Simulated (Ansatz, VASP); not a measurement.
# One calculation of LiF, two programs

```xyz
4
Lattice="3.1956 0.0000 0.0000 -1.5978 2.7675 0.0000 0.0000 0.0000 4.6905" Properties=species:S:1:pos:R:3 pbc="T T T"
Li    0.0000    1.8450    1.9788
Li    1.5978    0.9225    4.3240
F     0.0000    1.8450    4.6620
F     1.5978    0.9225    2.3168
```

Alike in both runs: task single point; functional PBE; k mesh 9 × 9 × 6; occupations gaussian, width 0.05 eV; no spin polarisation.

|  | VASP | Ansatz |
| --- | --- | --- |
| version | VASP 6.6.1 | Ansatz 0.2.0 |
| potentials or method | VASP PAW PBE potentials, release 64 (Li_sv, F), cutoff 520 eV | scalar-relativistic, plane waves, PAW |
| valence electrons in the cell | 20 | 20 |

```csv
,VASP,Ansatz,Ansatz less VASP
gap on the k mesh at the Fermi level (eV),7.35,7.36,+0.010
least direct gap on the mesh (eV),7.35,7.36,+0.010
rms of the force components (eV/Å),0.092,0.090,-0.0024
```

Atom by atom the forces differ by 0.002 eV/Å (rms over components). With one functional, cell and mesh, what is left measures potentials, basis and numerics.

Noted on VASP's run: the cutoff is short for stress, so the pressure is rough.
